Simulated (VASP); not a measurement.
Here is a VASP 6.6.1 calculation.

Contents of INCAR:

```
  PREC = Accurate
  ENCUT = 520
  EDIFF = 1E-6
  ISMEAR = -1
  SIGMA = 0.1
  LREAL = False
  LASPH = True
  NELM = 80
  ALGO = Normal
  ISIF = 2
  LWAVE = False
  LCHARG = False
  GGA = B5
  ALDAX = 1.0
  AGGAX = 1.0
  AGGAC = 1.0
  ALDAC = 0.0
  NBANDS = 7
```

The input KPOINTS:

```
regular mesh
0
Gamma
  19 19 19
```

Contents of POSCAR:

```
Be
1.0
    0.0000000000      1.6409146248      1.6409146248
    1.6409146248      0.0000000000      1.6409146248
    1.6409146248      1.6409146248      0.0000000000
Be
1
Direct
    0.0000000000      0.0000000000      0.0000000000
```

Potentials or basis: VASP PAW PBE potentials, release 64 (Be).

Run with:

```console
$ cat potpaw_PBE.64/Be/POTCAR > POTCAR
$ mpirun -np 1 vasp_std > vasp.out
```

(1) What does it give for the pressure?

(2) Predict the band gap on the k mesh.

Results:

(1) -10.8 GPa.

(2) zero (band 1 reaches 7.61 eV, above the bottom of band 2 at 6.81 eV).

Caveat: the PAW data sets were made with another functional, which shifts forces and pressure a little.
